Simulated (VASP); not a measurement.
# Cr (Fm-3m) in VASP: notebook

Cr is run at these levels: PBE; tasks: single point.

All numbers are computed with VASP 6.6.1; they aren't measurements. Logs are shortened: lines on timing, memory, paths and dates and some standing lists are left out, and cuts for length are marked.

### Step 1. The cell of the first run

It takes space group Fm-3m (No. 225, cubic). Conventional cell: a = 3.550 Å, b = 3.550 Å, c = 3.550 Å, α = 90.00°, β = 90.00°, γ = 90.00°. Cr (site symmetry m-3m) has 12 Cr at 2.51 Å within 3.3 Å.

This isn't the form of Cr at room conditions, which is bcc.

### Step 2. Single point, PBE

The input, INCAR:

```
ALGO = Normal
EDIFF = 1E-6
ENCUT = 500
GGA = PE
GGA_COMPAT = False
ISIF = 2
ISMEAR = -1
LASPH = True
LCHARG = False
LREAL = False
LWAVE = False
NBANDS = 12
NELM = 120
PREC = Accurate
SIGMA = 0.06122561905347299
```

The input, KPOINTS:

```
k-points
0
Gamma
  52 52 52
```

The input, POSCAR:

```
Cr
1.0
    0.0000000000      1.7747559646      1.7747559646
    1.7747559646      0.0000000000      1.7747559646
    1.7747559646      1.7747559646      0.0000000000
Cr
1
Direct
    0.0000000000      0.0000000000      0.0000000000
```

Potentials or basis: VASP PAW PBE potentials, release 64 (Cr_pv).

Run with:

```
$ cat potpaw_PBE.64/Cr_pv/POTCAR > POTCAR
$ mpirun -np 1 vasp_std > vasp.out
```

OUTCAR:

```text
EDIFF = 1E-6
   ENCUT = 500
   GGA = PE
   ISIF = 2
   ISMEAR = -1
   LASPH = True
   LREAL = False
   NELM = 120
   PREC = Accurate

 ion  position               nearest neighbor table
   1  0.000  0.000  0.000-

  LATTYP: Found a face centered cubic cell.
 ALAT       =     3.5495119292

  Lattice vectors:

 A1 = (   0.0000000000,   1.7747559646,   1.7747559646)
 A2 = (   1.7747559646,   0.0000000000,   1.7747559646)
 A3 = (   1.7747559646,   1.7747559646,   0.0000000000)

Analysis of symmetry for initial positions (statically):
=====================================================================
 Subroutine PRICEL returns:
 Original cell was already a primitive cell.

 Routine SETGRP: Setting up the symmetry group for a
 face centered cubic supercell.

 Subroutine GETGRP returns: Found 48 space group operations
 (whereof 48 operations were pure point group operations)
 out of a pool of 48 trial point group operations.

The static configuration has the point symmetry O_h .

Analysis of symmetry for dynamics (positions and initial velocities):
=====================================================================
 Subroutine PRICEL returns:
 Original cell was already a primitive cell.

 Routine SETGRP: Setting up the symmetry group for a
 face centered cubic supercell.

 Subroutine GETGRP returns: Found 48 space group operations
 (whereof 48 operations were pure point group operations)
 out of a pool of 48 trial point group operations.

The dynamic configuration has the point symmetry O_h .

 Subroutine INISYM returns: Found 48 space group operations
 (whereof 48 operations are pure point group operations),
 and found     1 'primitive' translations

----------------------------------------------------------------------------------------

                                     Primitive cell

  volume of cell :      11.1801

  direct lattice vectors                    reciprocal lattice vectors
     0.000000000  1.774755965  1.774755965    -0.281728874  0.281728874  0.281728874
     1.774755965  0.000000000  1.774755965     0.281728874 -0.281728874  0.281728874
     1.774755965  1.774755965  0.000000000     0.281728874  0.281728874 -0.281728874

  length of vectors
     2.509883955  2.509883955  2.509883955     0.487968724  0.487968724  0.487968724

  position of ions in fractional coordinates (direct lattice)
     0.000000000  0.000000000  0.000000000

  ion indices of the primitive-cell ions
   primitive index   ion index
                 1           1

----------------------------------------------------------------------------------------

 KPOINTS: k-points

Automatic generation of k-mesh.
 Grid dimensions read from file:
 generate k-points for:   52   52   52

 Generating k-lattice:

  Cartesian coordinates                     Fractional coordinates (reciprocal lattice)
    -0.005417863  0.005417863  0.005417863     0.019230769  0.000000000  0.000000000
     0.005417863 -0.005417863  0.005417863     0.000000000  0.019230769  0.000000000
     0.005417863  0.005417863 -0.005417863     0.000000000  0.000000000  0.019230769

  Length of vectors
     0.009384014  0.009384014  0.009384014

  Shift w.r.t. Gamma in fractional coordinates (k-lattice)
     0.000000000  0.000000000  0.000000000

 Subroutine IBZKPT returns following result:
 ===========================================

 Found   3472 irreducible k-points:

 Following reciprocal coordinates:
            Coordinates               Weight
  0.000000  0.000000  0.000000      1.000000
  0.019231  0.000000  0.000000      8.000000
  0.038462  0.000000  0.000000      8.000000
  0.057692  0.000000  0.000000      8.000000
  0.076923  0.000000  0.000000      8.000000
  0.096154  0.000000  0.000000      8.000000
[... 16 lines left out ...]
  0.423077  0.000000  0.000000      8.000000
  0.442308  0.000000  0.000000      8.000000
 [... further k-points ...]
   k-points           NKPTS =   3472   k-points in BZ     NKDIM =   3472   number of bands    NBANDS=     12
   number of dos      NEDOS =    301   number of ions     NIONS =      1
   total plane-waves  NPLWV =   5832
   dimension x,y,z NGX =    18 NGY =   18 NGZ =   18
   dimension x,y,z NGXF=    36 NGYF=   36 NGZF=   36
   ions per type =               1
   NGX,Y,Z   is equivalent  to a cutoff of  11.92, 11.92, 11.92 a.u.
   NGXF,Y,Z  is equivalent  to a cutoff of  23.85, 23.85, 23.85 a.u.
 SYSTEM =  unknown system
   PREC   = accura    normal or accurate (medium, high low for compatibility)
   ISTART =      0    job   : 0-new  1-cont  2-samecut
   ICHARG =      2    charge: 1-file 2-atom 10-const
   ISPIN  =      1    spin polarized calculation?
   LNONCOLLINEAR =      F non collinear calculations
   LSORBIT =      F    spin-orbit coupling
   LASPH  =      T    aspherical Exc in radial PAW
   ENCUT  =  500.0 eV  36.75 Ry    6.06 a.u.   4.58  4.58  4.58*2*pi/ulx,y,z
   NELM   =    120;   NELMIN=  2; NELMDL= -5     # of ELM steps
   EDIFF  = 0.1E-05   stopping-criterion for ELM
   LREAL  =      F    real-space projection
   EDIFFG = 0.1E-04   stopping-criterion for IOM
   NSW    =      0    number of steps for IOM
   IBRION =     -1    ionic relax: 0-MD 1-quasi-New 2-CG
   NFREE  =      0    steps in history (QN), initial steepest desc. (CG)
   ISIF   =      2    stress and relaxation
   ISYM   =      2    0-nonsym 1-usesym 2-fastsym
   POTIM  = 0.5000    time-step for ionic-motion
   TEBEG  =    0.0;   TEEND  =   0.0 temperature during run
   PSTRESS=    0.0 pullay stress
   NELECT =      12.0000    total number of electrons
   NUPDOWN=      -1.0000    fix difference up-down
   EMIN   =  10.00;   EMAX   =-10.00  energy-range for DOS
   EFERMI =   0.00;   METHOD = LEGACY
   ISMEAR =    -1;   SIGMA  =   0.06  broadening in eV -4-tet -1-fermi 0-gaus
   EFERMI_NEDOS =   21; number of points for ismear=-14 and -15
   IALGO  =     38    algorithm
   IMIX   =      4    mixing-type and parameters
     AMIX     =   0.40;   BMIX     =  1.00
     AMIX_MAG =   1.60;   BMIX_MAG =  1.00
  volume/ion in A,a.u.               =      11.18        75.45
  Fermi-wavevector in a.u.,A,eV,Ry     =   1.676177  3.167516 38.226522  2.809570
  Thomas-Fermi vector in A             =   2.760666
   LORBIT       =      0    0 simple, 1 ext, 2 COOP (PROOUT), +10 PAW based schemes
   GGA     = PE    functional components
   LHFCALC =     F    Hartree Fock is set to
   AEXX    =    0.0000 exact exchange contribution
   IVDW    =     0    specifies the selected vdW correction
   LEPSILON=     F    determine dielectric tensor
   LRPA    =     F    only Hartree local field effects (RPA)
 non-spin polarized calculation
  energy-cutoff  :      500.00
  volume of cell :       11.18
 maximum number of plane-waves:       297
   NGX =  9   NGY =  9   NGZ =  9

 number of electron      11.9999993 magnetization

 Free energy of the ion-electron system (eV)
  ---------------------------------------------------
  ext. energy  EPLUGINS =         0.00000000
  ---------------------------------------------------
  free energy    TOTEN  =        -9.10120323 eV

  energy without entropy =       -9.08024912  energy(sigma->0) =       -9.09072618

 E-fermi :  11.1822     XC(G=0): -13.8476

 val. band max:       11.1820333276   @ k =  -0.2500   0.1154   0.0192
 cond. band min:      11.1823923188   @ k =  -0.4615   0.1346   0.0577
 fundamental gap:      0.0003589912
 Fermi energy:        11.1821750442

 k-point     1 :       0.0000    0.0000    0.0000
  band No.  band energies     occupation
      1     -31.0716      2.00000
      2     -31.0716      2.00000
      3     -31.0716      2.00000
      4       3.4828      2.00000
      5      10.7070      1.99915
      6      10.7070      1.99915
      7      10.7070      1.99915
      8      12.6245      0.00000
      9      12.6245      0.00000
     10      18.7796      0.00000
     11      31.3736      0.00000
     12      37.3660      0.00000

 k-point     2 :       0.0192    0.0000    0.0000
  band No.  band energies     occupation
      1     -31.0755      2.00000
      2     -31.0721      2.00000
      3     -31.0721      2.00000
      4       3.4988      2.00000
      5      10.6989      1.99925
      6      10.7126      1.99907
      7      10.7126      1.99907
      8      12.6211      0.00000
      9      12.6211      0.00000
     10      18.7795      0.00000
     11      31.3833      0.00000
     12      37.2011      0.00000

 k-point     3 :       0.0385    0.0000    0.0000
  band No.  band energies     occupation
      1     -31.0872      2.00000
      2     -31.0735      2.00000
      3     -31.0735      2.00000
      4       3.5466      2.00000
      5      10.6750      1.99950
      6      10.7292      1.99878
      7      10.7292      1.99878
      8      12.6113      0.00000
      9      12.6113      0.00000
     10      18.7796      0.00000
     11      31.4106      0.00000
     12      36.7644      0.00000

 k-point     4 :       0.0577    0.0000    0.0000
  band No.  band energies     occupation
      1     -31.1064      2.00000
      2     -31.0759      2.00000
      3     -31.0759      2.00000
      4       3.6258      2.00000
      5      10.6361      1.99973
      6      10.7560      1.99811
      7      10.7560      1.99811
      8      12.5960      0.00000
      9      12.5960      0.00000
     10      18.7796      0.00000
     11      31.4501      0.00000
     12      36.1655      0.00000

 k-point     5 :       0.0769    0.0000    0.0000
  band No.  band energies     occupation
      1     -31.1328      2.00000
      2     -31.0791      2.00000
      3     -31.0791      2.00000
      4       3.7354      2.00000
      5      10.5839      1.99989
      6      10.7917      1.99661
      7      10.7917      1.99661
      8      12.5766      0.00000
      9      12.5766      0.00000
     10      18.7795      0.00000
     11      31.4915      0.00000
     12      35.4906      0.00000

 k-point     6 :       0.0962    0.0000    0.0000
  band No.  band energies     occupation
      1     -31.1659      2.00000
      2     -31.0832      2.00000
      3     -31.0832      2.00000
      4       3.8745      2.00000
      5      10.5202      1.99996
      6      10.8344      1.99320
      7      10.8344      1.99320
      8      12.5555      0.00000
      9      12.5555      0.00000
     10      18.7795      0.00000
     11      31.5169      0.00000
     12      34.7969      0.00000

 k-point     7 :       0.1154    0.0000    0.0000
  band No.  band energies     occupation
      1     -31.2053      2.00000
      2     -31.0881      2.00000
      3     -31.0881      2.00000
      4       4.0414      2.00000
      5      10.4478      1.99999
      6      10.8814      1.98539
      7      10.8814      1.98539
      8      12.5354      0.00000
      9      12.5354      0.00000
     10      18.7795      0.00000
     11      31.4956      0.00000
     12      34.1312      0.00000

 k-point     8 :       0.1346    0.0000    0.0000
  band No.  band energies     occupation
      1     -31.2504      2.00000
      2     -31.0937      2.00000
      3     -31.0937      2.00000
      4       4.2340      2.00000
      5      10.3696      2.00000
      6      10.9294      1.96832
      7      10.9294      1.96832
      8      12.5201      0.00000
      9      12.5201      0.00000
     10      18.7794      0.00000
     11      31.3757      0.00000
     12      33.5487      0.00000
[... 166 lines left out ...]
 k-point    20 :       0.3654    0.0000    0.0000
  band No.  band energies     occupation
      1     -31.9273      2.00000
      2     -31.1799      2.00000
      3     -31.1799      2.00000
      4       6.8486      2.00000
      5      10.7527      1.99820
      6      10.7527      1.99820
      7      10.7680      1.99770
      8      13.4643      0.00000
      9      13.4643      0.00000
     10      18.7773      0.00000
     11      23.8263      0.00000
     12      31.0253      0.00000

 k-point    21 :       0.3846    0.0000    0.0000
  band No.  band energies     occupation
      1     -31.9695      2.00000
      2     -31.1854      2.00000
      3     -31.1854      2.00000
      4       6.9204      2.00000
      5      10.7077      1.99914
      6      10.7077      1.99914
      7      11.0299      1.84649
      8      13.5777      0.00000
      9      13.5777      0.00000
     10      18.7767      0.00000
     11      23.2394      0.00000
     12      30.8490      0.00000

 k-point    22 :       0.4038    0.0000    0.0000
  band No.  band energies     occupation
      1     -32.0063      2.00000
      2     -31.1902      2.00000
      3     -31.1902      2.00000
      4       6.9682      2.00000
      5      10.6675      1.99955
      6      10.6675      1.99955
      7      11.3024      0.24630
      8      13.6797      0.00000
      9      13.6797      0.00000
     10      18.7760      0.00000
     11      22.7034      0.00000
     12      30.6937      0.00000

 k-point    23 :       0.4231    0.0000    0.0000
  band No.  band energies     occupation
      1     -32.0370      2.00000
      2     -31.1942      2.00000
      3     -31.1942      2.00000
      4       6.9984      2.00000
      5      10.6332      1.99974
      6      10.6332      1.99974
      7      11.5667      0.00374
      8      13.7674      0.00000
      9      13.7674      0.00000
     10      18.7753      0.00000
     11      22.2315      0.00000
     12      30.5626      0.00000

 k-point    24 :       0.4423    0.0000    0.0000
  band No.  band energies     occupation
      1     -32.0613      2.00000
      2     -31.1973      2.00000
      3     -31.1973      2.00000
      4       7.0164      2.00000
      5      10.6058      1.99984
      6      10.6058      1.99984
      7      11.8029      0.00008
      8      13.8384      0.00000
      9      13.8384      0.00000
     10      18.7744      0.00000
     11      21.8388      0.00000
     12      30.4584      0.00000

 [... further k-points ...]
[... 5 lines left out ...]
  --------------------------------------------------------------------------------------
  -------------------------------------------------------------------------------------
  Total        1.1055994      1.1055994      1.1055994      0.0000000     -0.0000000      0.0000000
  in kB      158.4391261    158.4391261    158.4391261      0.0000000     -0.0000000      0.0000000
  external PRESSURE =     158.4391261 kB  Pullay stress =       0.0000000 kB

 VOLUME and BASIS-vectors are now :
 -----------------------------------------------------------------------------
  energy-cutoff  :      500.00
  volume of cell :       11.18
      direct lattice vectors                 reciprocal lattice vectors
     0.000000000  1.774755965  1.774755965    -0.281728874  0.281728874  0.281728874
     1.774755965  0.000000000  1.774755965     0.281728874 -0.281728874  0.281728874
     1.774755965  1.774755965  0.000000000     0.281728874  0.281728874 -0.281728874

 POSITION                                       TOTAL-FORCE (eV/Angst)
 -----------------------------------------------------------------------------------
      0.00000      0.00000      0.00000         0.000000      0.000000      0.000000
 -----------------------------------------------------------------------------------
    total drift:                                0.000000     -0.000000      0.000000

  FREE ENERGIE OF THE ION-ELECTRON SYSTEM (eV)
  ---------------------------------------------------
  free  energy   TOTEN  =        -9.1012032268 eV

  energy  without entropy=       -9.0802491246  energy(sigma->0) =       -9.09072618
```

Wall time 2.9 min (1 thread of AMD EPYC 9R45 (Zen 5), shared host); peak memory 0.47 GiB.

What came out:

```
Free energy            : -9.1012 eV
Pressure               : 15.8 GPa
Band gap on the k mesh : zero (bands 6 and 7 overlap by 3.20 eV)
```

Caveat: the cell stands under pressure; the run has no spin polarisation, though such a crystal can be magnetic. Spin polarisation is off, so any magnetic state and its effect on volume and gap are missing.

### Step 3. Single point, PBE

This run uses another cell than the first one, of 11.42 Å³/atom.

The input, INCAR:

```
  ALGO = Normal
  EDIFF = 1E-6
  ENCUT = 500
  GGA = PE
  GGA_COMPAT = F
  ISIF = 2
  ISMEAR = -1
  LASPH = T
  LCHARG = T
  LELF = T
  LREAL = F
  LVHAR = T
  LWAVE = F
  NBANDS = 12
  NELM = 120
  PREC = Accurate
  SIGMA = 0.06122561905347299
```

KPOINTS is that of step 2.

The input, POSCAR:

```
Cr
1.0
    0.0000000000      1.7872546578      1.7872546578
    1.7872546578      0.0000000000      1.7872546578
    1.7872546578      1.7872546578      0.0000000000
Cr
1
Direct
    0.0000000000      0.0000000000      0.0000000000
```

Potentials or basis: VASP PAW PBE potentials, release 64 (Cr_pv).

Run with:

```
$ cat potpaw_PBE.64/Cr_pv/POTCAR > POTCAR
$ mpirun -np 1 vasp_std > vasp.out
```

Run time: 2.8 min. Hardware: 1 thread of AMD EPYC 9R45 (Zen 5), shared host; peak memory 0.48 GiB.

It converged, with:

```yaml
Free_energy: -9.1204 eV
Pressure: 9.7 GPa
Band_gap_on_the_k_mesh: zero (bands 6 and 7 overlap by 3.10 eV)
```

Levels at points of the mesh, in eV from the Fermi level:
| k point | band 2 | band 3 | band 4 | band 5 | band 6 | band 7 | band 8 | band 9 | band 10 | band 11 |
| --- | --- | --- | --- | --- | --- | --- | --- | --- | --- | --- |
| (0.00, 0.00, 0.00) | -42.30 | -42.30 | -7.63 | -0.46 | -0.46 | -0.46 | 1.40 | 1.40 | 7.57 | 20.06 |
| (0.50, 0.00, 0.00) | -42.42 | -42.42 | -4.06 | -0.59 | -0.59 | 0.92 | 2.67 | 2.67 | 7.56 | 9.85 |
| (0.50, 0.50, 0.00) | -42.63 | -42.63 | -4.33 | -3.45 | 2.64 | 3.00 | 3.00 | 3.91 | 7.57 | 12.88 |

Caveat: the cell stands under pressure; the run has no spin polarisation, though such a crystal can be magnetic. Spin polarisation is off, so any magnetic state and its effect on volume and gap are missing.
